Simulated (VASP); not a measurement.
# CsCdCl3 (Pm-3m) in VASP: further runs

CsCdCl3 is run at these levels: LDA; tasks: single point.

Program: VASP 6.6.1. These are calculated values, not measurements. Logs are shortened: lines on timing, memory, paths and dates and some standing lists are left out, and cuts for length are marked.

### 1 The cell of the first run

The structure is cubic, space group Pm-3m (No. 221). The conventional cell has a = 4.512 Å, b = 4.512 Å, c = 4.512 Å, α = 90.00°, β = 90.00°, γ = 90.00°. Cs (site symmetry m-3m) has 12 Cl at 3.19 Å and 8 Cd at 3.91 Å within 4.2 Å. Within 3.0 Å of Cd (site symmetry m-3m) lie 6 Cl at 2.26 Å. Cl (site symmetry 4/mmm) has 2 Cd at 2.26 Å within 3.0 Å.

### 2 Single point, LDA

INCAR reads:

```
PREC     = Accurate       # precision mode
ENCUT    = 500            # plane-wave cutoff, eV
EDIFF    = 1E-6           # SCF threshold, eV
ISMEAR   = 0              # smearing method
SIGMA    = 0.02           # smearing width, eV
LREAL    = False          # projectors in reciprocal space
LASPH    = True           # aspherical terms in the spheres
NELM     = 120            # most SCF steps
ALGO     = Normal         # electronic algorithm
ISIF     = 2              # what is computed and relaxed
LWAVE    = False          # write WAVECAR
LCHARG   = False          # write CHGCAR
NBANDS   = 29             # bands
GGA_COMPAT= False
```

KPOINTS reads:

```
regular mesh
0
Gamma
  6 6 6
```

POSCAR reads:

```
CsCdCl3
1.0
    4.5122208246      0.0000000000      0.0000000000
    0.0000000000      4.5122208246      0.0000000000
    0.0000000000      0.0000000000      4.5122208246
Cs Cd Cl
1 1 3
Direct
    0.0000000000      0.0000000000      0.0000000000
    0.5000000000      0.5000000000      0.5000000000
    0.0000000000      0.5000000000      0.5000000000
    0.5000000000      0.0000000000      0.5000000000
    0.5000000000      0.5000000000      0.0000000000
```

Potentials or basis: VASP PAW LDA potentials, release 64 (Cs_sv, Cd, Cl).

On the command line:

```console
cat potpaw_LDA.64/Cs_sv/POTCAR potpaw_LDA.64/Cd/POTCAR potpaw_LDA.64/Cl/POTCAR > POTCAR
mpirun -np 1 vasp_std > vasp.out
```

OUTCAR:

```text
PREC = Accurate
   ENCUT = 500
   EDIFF = 1E-6
   ISMEAR = 0
   LREAL = False
   LASPH = True
   NELM = 120
   ISIF = 2

 ion  position               nearest neighbor table
   1  0.000  0.000  0.000-
   2  0.500  0.500  0.500-   3 2.26   4 2.26   5 2.26   5 2.26   4 2.26   3 2.26
   3  0.000  0.500  0.500-   2 2.26   2 2.26
   4  0.500  0.000  0.500-   2 2.26   2 2.26
   5  0.500  0.500  0.000-   2 2.26   2 2.26

  LATTYP: Found a simple cubic cell.
 ALAT       =     4.5122208246

  Lattice vectors:

 A1 = (   4.5122208246,   0.0000000000,   0.0000000000)
 A2 = (   0.0000000000,   4.5122208246,   0.0000000000)
 A3 = (   0.0000000000,   0.0000000000,   4.5122208246)

Analysis of symmetry for initial positions (statically):
=====================================================================
 Subroutine PRICEL returns:
 Original cell was already a primitive cell.

 Routine SETGRP: Setting up the symmetry group for a
 simple cubic supercell.

 Subroutine GETGRP returns: Found 48 space group operations
 (whereof 48 operations were pure point group operations)
 out of a pool of 48 trial point group operations.

The static configuration has the point symmetry O_h .

Analysis of symmetry for dynamics (positions and initial velocities):
=====================================================================
 Subroutine PRICEL returns:
 Original cell was already a primitive cell.

 Routine SETGRP: Setting up the symmetry group for a
 simple cubic supercell.

 Subroutine GETGRP returns: Found 48 space group operations
 (whereof 48 operations were pure point group operations)
 out of a pool of 48 trial point group operations.

The dynamic configuration has the point symmetry O_h .

 Subroutine INISYM returns: Found 48 space group operations
 (whereof 48 operations are pure point group operations),
 and found     1 'primitive' translations

----------------------------------------------------------------------------------------

                                     Primitive cell

  volume of cell :      91.8694

  direct lattice vectors                    reciprocal lattice vectors
     4.512220825  0.000000000  0.000000000     0.221620359  0.000000000  0.000000000
     0.000000000  4.512220825  0.000000000     0.000000000  0.221620359  0.000000000
     0.000000000  0.000000000  4.512220825     0.000000000  0.000000000  0.221620359

  length of vectors
     4.512220825  4.512220825  4.512220825     0.221620359  0.221620359  0.221620359
[... 83 lines left out ...]
   LREAL  =      F    real-space projection
   EDIFFG = 0.1E-04   stopping-criterion for IOM
   NSW    =      0    number of steps for IOM
   IBRION =     -1    ionic relax: 0-MD 1-quasi-New 2-CG
   NFREE  =      0    steps in history (QN), initial steepest desc. (CG)
   ISIF   =      2    stress and relaxation
   ISYM   =      2    0-nonsym 1-usesym 2-fastsym
   POTIM  = 0.5000    time-step for ionic-motion
   TEBEG  =    0.0;   TEEND  =   0.0 temperature during run
   PSTRESS=    0.0 pullay stress
   NELECT =      42.0000    total number of electrons
   NUPDOWN=      -1.0000    fix difference up-down
   EMIN   =  10.00;   EMAX   =-10.00  energy-range for DOS
   EFERMI =   0.00;   METHOD = LEGACY
   ISMEAR =     0;   SIGMA  =   0.02  broadening in eV -4-tet -1-fermi 0-gaus
   EFERMI_NEDOS =   21; number of points for ismear=-14 and -15
   IALGO  =     38    algorithm
   IMIX   =      4    mixing-type and parameters
     AMIX     =   0.40;   BMIX     =  1.00
     AMIX_MAG =   1.60;   BMIX_MAG =  1.00
  volume/ion in A,a.u.               =      18.37       123.99
  Fermi-wavevector in a.u.,A,eV,Ry     =   1.261152  2.383233 21.640141  1.590505
  Thomas-Fermi vector in A             =   2.394626
   LORBIT       =      0    0 simple, 1 ext, 2 COOP (PROOUT), +10 PAW based schemes
   GGA     = CA    functional components
   LHFCALC =     F    Hartree Fock is set to
   AEXX    =    0.0000 exact exchange contribution
   IVDW    =     0    specifies the selected vdW correction
   LEPSILON=     F    determine dielectric tensor
   LRPA    =     F    only Hartree local field effects (RPA)
 non-spin polarized calculation
 Gauss-broadening in eV      SIGMA  =   0.02
  energy-cutoff  :      500.00
  volume of cell :       91.87
 maximum number of plane-waves:      2360
 NGX is ok and might be reduce to    36
   NGX = 17   NGY = 17   NGZ = 17

 number of electron      42.0000002 magnetization

 Free energy of the ion-electron system (eV)
  ---------------------------------------------------
  ext. energy  EPLUGINS =         0.00000000
  ---------------------------------------------------
  free energy    TOTEN  =       -12.99812588 eV

  energy without entropy =      -12.99812588  energy(sigma->0) =      -12.99812588

 E-fermi :   5.4412     XC(G=0): -11.1615

 val. band max:        5.2982846747   @ k =   0.5000   0.5000   0.5000
 cond. band min:       7.0985799082   @ k =   0.0000   0.0000   0.0000
 fundamental gap:      1.8002952335
 Fermi energy:         5.4411919840

 k-point     1 :       0.0000    0.0000    0.0000
  band No.  band energies     occupation
      1     -15.3253      2.00000
      2     -11.6926      2.00000
      3     -10.6795      2.00000
      4     -10.6795      2.00000
      5      -3.4898      2.00000
      6      -3.4898      2.00000
[... 629 lines left out ...]
     28      12.9616      0.00000
     29      13.5982      0.00000

------------------------ aborting loop because EDIFF is reached ----------------------------------------

  FORCE on cell =-STRESS in cart. coord.  units (eV):
  Direction    XX          YY          ZZ          XY          YZ          ZX
  --------------------------------------------------------------------------------------
  -------------------------------------------------------------------------------------
  Total       23.8426417     23.8426417     23.8426417     -0.0000000     -0.0000000      0.0000000
  in kB      415.8090319    415.8090319    415.8090319     -0.0000000     -0.0000000      0.0000000
  external PRESSURE =     415.8090319 kB  Pullay stress =       0.0000000 kB

 VOLUME and BASIS-vectors are now :
 -----------------------------------------------------------------------------
  energy-cutoff  :      500.00
  volume of cell :       91.87
      direct lattice vectors                 reciprocal lattice vectors
     4.512220825  0.000000000  0.000000000     0.221620359  0.000000000  0.000000000
     0.000000000  4.512220825  0.000000000     0.000000000  0.221620359  0.000000000
     0.000000000  0.000000000  4.512220825     0.000000000  0.000000000  0.221620359

 POSITION                                       TOTAL-FORCE (eV/Angst)
 -----------------------------------------------------------------------------------
      0.00000      0.00000      0.00000         0.000000      0.000000      0.000000
      2.25611      2.25611      2.25611         0.000000      0.000000      0.000000
      0.00000      2.25611      2.25611         0.000000      0.000000      0.000000
      2.25611      0.00000      2.25611         0.000000      0.000000      0.000000
      2.25611      2.25611      0.00000         0.000000      0.000000      0.000000
 -----------------------------------------------------------------------------------
    total drift:                                0.000000      0.000000      0.000000

  FREE ENERGIE OF THE ION-ELECTRON SYSTEM (eV)
  ---------------------------------------------------
  free  energy   TOTEN  =       -12.9981258812 eV

  energy  without entropy=      -12.9981258812  energy(sigma->0) =      -12.99812588
```

Run time: 25 s. Hardware: 1 thread of AMD EPYC 9R45 (Zen 5), shared host; peak memory 0.17 GiB.

What came out:

| Item | Value |
| --- | --- |
| Free energy | -12.9981 eV |
| Pressure | 41.6 GPa |
| Band gap on the k mesh | 1.80 eV, indirect (least direct gap 3.93 eV) |

Levels at points of the mesh, in eV from the valence-band top:
```tsv
k point	band 19	band 20	band 21	band 22	band 23	band 24
(0.00, 0.00, 0.00)	-2.13	-2.13	-2.13	1.80	3.46	3.46
(0.50, 0.00, 0.00)	-3.11	-2.74	-2.74	5.84	6.00	6.01
(0.50, 0.50, 0.00)	-2.93	-2.07	-0.03	6.50	6.50	6.58
(0.50, 0.50, 0.50)	-2.01	0.00	0.00	4.55	4.55	4.55
```

Caveat: spin-orbit coupling is left out, which moves the levels of the heavy elements.

### 3 Single point, LDA

This run uses another cell than the first one, of 20.78 Å³/atom, 1.131 times its volume.

INCAR reads:

```
SYSTEM = CsCdCl3
PREC = Accurate ; ENCUT = 500
EDIFF = 1E-6 ; ISMEAR = 0
SIGMA = 0.02 ; LREAL = .False.
LASPH = .True. ; NELM = 120
ALGO = Normal ; ISIF = 2
LWAVE = .False. ; LCHARG = .False.
NBANDS = 29 ; GGA_COMPAT = .False.
```

KPOINTS reads:

```
Automatic mesh
0
Gamma
  6 6 6
  0 0 0
```

POSCAR: that of step 2 with these lines changed.

```diff
@@ -2,5 +2,5 @@
 1.0
-    4.5122208246      0.0000000000      0.0000000000
-    0.0000000000      4.5122208246      0.0000000000
-    0.0000000000      0.0000000000      4.5122208246
+    4.7011724694      0.0000000000      0.0000000000
+    0.0000000000      4.7011724694      0.0000000000
+    0.0000000000      0.0000000000      4.7011724694
 Cs Cd Cl
```

Potentials or basis: VASP PAW LDA potentials, release 64 (Cs_sv, Cd, Cl).

On the command line:

```console
cat potpaw_LDA.64/Cs_sv/POTCAR potpaw_LDA.64/Cd/POTCAR potpaw_LDA.64/Cl/POTCAR > POTCAR
mpirun -np 1 vasp_std > vasp.out
```

Run time: 27 s. Hardware: 1 thread of AMD EPYC 9R45 (Zen 5), shared host; peak memory 0.17 GiB.

The run converged. Its results:

| Property | Result |
| --- | --- |
| Free energy | -15.2759 eV |
| Pressure | 20.9 GPa |
| Band gap on the k mesh | 1.86 eV, indirect (least direct gap 3.46 eV) |

Levels at points of the mesh, in eV from the valence-band top:
```tsv
k point	band 17	band 18	band 19	band 20	band 21	band 22	band 23	band 24	band 25	band 26
(0.00, 0.00, 0.00)	-2.47	-2.47	-1.61	-1.61	-1.61	1.86	4.36	4.36	5.52	5.92
(0.50, 0.00, 0.00)	-2.95	-2.30	-2.30	-2.12	-2.12	5.54	6.48	6.48	6.59	7.66
(0.50, 0.50, 0.00)	-2.68	-2.32	-2.32	-1.42	-0.02	6.91	6.91	6.98	7.36	8.20
(0.50, 0.50, 0.50)	-1.38	-1.38	-1.38	0.00	0.00	5.02	5.02	5.02	6.75	8.05
```

Caveat: spin-orbit coupling is left out, which moves the levels of the heavy elements. A k mesh can miss the band edges.

### 4 Single point, LDA

This run uses another cell than the first one, of 20.78 Å³/atom, 1.131 times its volume.

INCAR reads:

```
PREC     = Accurate       # precision mode
ENCUT    = 500            # plane-wave cutoff, eV
EDIFF    = 1E-6           # SCF threshold, eV
ISMEAR   = 0              # smearing method
SIGMA    = 0.02           # smearing width, eV
LREAL    = F              # projectors in reciprocal space
LASPH    = T              # aspherical terms in the spheres
NELM     = 120            # most SCF steps
ALGO     = Normal         # electronic algorithm
ISIF     = 2              # what is computed and relaxed
LWAVE    = F              # write WAVECAR
LCHARG   = T              # write CHGCAR
GGA      = CA             # functional
LELF     = T              # ELF
LVHAR    = T            
NBANDS   = 29             # bands
GGA_COMPAT= F
```

KPOINTS reads:

```
Automatic mesh
0
Gamma
  6 6 6
```

POSCAR is that of step 3.

On the command line:

```console
cat potpaw_LDA.64/Cs_sv/POTCAR potpaw_LDA.64/Cd/POTCAR potpaw_LDA.64/Cl/POTCAR > POTCAR
mpirun -np 1 vasp_std > vasp.out
```

It took 28 s on 1 thread of AMD EPYC 9R45 (Zen 5), shared host; peak memory 0.17 GiB.

It converged, with:

| Property | Result |
| --- | --- |
| Free energy | -15.2759 eV |
| Pressure | 20.9 GPa |
| Band gap on the k mesh | 1.86 eV, indirect (least direct gap 3.46 eV) |

Levels at points of the mesh, in eV from the valence-band top:
```tsv
k point	band 19	band 20	band 21	band 22	band 23	band 24
(0.00, 0.00, 0.00)	-1.61	-1.61	-1.61	1.86	4.36	4.36
(0.50, 0.00, 0.00)	-2.30	-2.12	-2.12	5.54	6.48	6.48
(0.50, 0.50, 0.00)	-2.32	-1.42	-0.02	6.91	6.91	6.98
(0.50, 0.50, 0.50)	-1.38	0.00	0.00	5.02	5.02	5.02
```

Caveat: spin-orbit coupling is left out, which moves the levels of the heavy elements. A k mesh can miss the band edges.

### 5 Single point, LDA

This run uses another cell than the first one, of 22.82 Å³/atom, 1.242 times its volume.

INCAR reads:

```
PREC = Accurate
ENCUT = 500
EDIFF = 1E-6
ISMEAR = 0
SIGMA = 0.02
LREAL = False
LASPH = True
NELM = 120
ALGO = Normal
ISIF = 2
LWAVE = False
LCHARG = False
GGA = CA
NBANDS = 29
GGA_COMPAT = False
```

KPOINTS is that of step 4.

POSCAR: that of step 4 with these lines changed.

```diff
@@ -2,5 +2,5 @@
 1.0
-    4.7011724694      0.0000000000      0.0000000000
-    0.0000000000      4.7011724694      0.0000000000
-    0.0000000000      0.0000000000      4.7011724694
+    4.8502477971      0.0000000000      0.0000000000
+    0.0000000000      4.8502477971      0.0000000000
+    0.0000000000      0.0000000000      4.8502477971
 Cs Cd Cl
```

On the command line:

```console
cat potpaw_LDA.64/Cs_sv/POTCAR potpaw_LDA.64/Cd/POTCAR potpaw_LDA.64/Cl/POTCAR > POTCAR
mpirun -np 1 vasp_std > vasp.out
```

Run time: 27 s. Hardware: 1 thread of AMD EPYC 9R45 (Zen 5), shared host; peak memory 0.18 GiB.

The run converged. Its results:

```
Free energy            : -16.2576 eV
Pressure               : 10.6 GPa
Band gap on the k mesh : 1.81 eV, indirect (least direct gap 3.05 eV)
```

Levels at points of the mesh, in eV from the valence-band top:
```tsv
k point	band 18	band 19	band 20	band 21	band 22	band 23	band 24	band 25
(0.00, 0.00, 0.00)	-1.90	-1.24	-1.24	-1.24	1.81	4.93	4.93	5.51
(0.50, 0.00, 0.00)	-1.77	-1.77	-1.70	-1.70	5.16	6.74	6.77	7.05
(0.50, 0.50, 0.00)	-1.89	-1.89	-1.00	-0.02	7.07	7.07	7.14	7.62
(0.50, 0.50, 0.50)	-0.97	-0.97	0.00	0.00	5.30	5.30	5.30	6.99
```

Caveat: spin-orbit coupling is left out, which moves the levels of the heavy elements.

### 6 Summary

```tsv
cell	gap on the mesh (eV)	pressure (GPa)
a = 4.512 Å, 5 atoms	1.80	41.6
a = 4.701 Å, 5 atoms	1.86	20.9
a = 4.850 Å, 5 atoms	1.81	10.6
```

Alike in all rows: task single point; level LDA; potentials or basis VASP PAW LDA potentials, release 64 (Cs_sv, Cd, Cl); no spin polarisation; k mesh 6 × 6 × 6; cutoff (eV) 500; smearing gaussian 0.02 eV.

Caveats: spin-orbit coupling is left out, which moves the levels of the heavy elements.

Total energies depend on the potentials used, so only differences within one code and one set of settings carry meaning.
